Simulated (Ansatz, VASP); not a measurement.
InP: VASP beside Ansatz

```
In P
1.0
     0.00000    2.62300    2.84254
     2.62300    0.00000    2.84254
     2.62300    2.62300    0.00000
In P
1 1
Direct
  0.00000 0.00000 0.00000
  0.50000 0.50000 0.50000
```

Alike in both runs: task single point; functional PBE; k mesh 20 × 20 × 20; occupations gaussian, width 0.15 eV; no spin polarisation.

|  | VASP | Ansatz |
| --- | --- | --- |
| version | VASP 6.6.1 | Ansatz 0.2.0 |
| potentials or method | VASP PAW PBE potentials, release 64 (In_d, P), cutoff 520 eV | scalar-relativistic, plane waves, PAW |
| valence electrons in the cell | 18 | 18 |

```csv
,VASP,Ansatz,Ansatz less VASP
gap on the k mesh at the Fermi level (eV),none,none,-
pressure (GPa),8.6,8.6,+0.05
"traceless stress, the component that is largest in VASP (GPa)",-7.31,-7.34,-0.036
```

A gap of «none» marks a metal or a gap that the smearing closes.
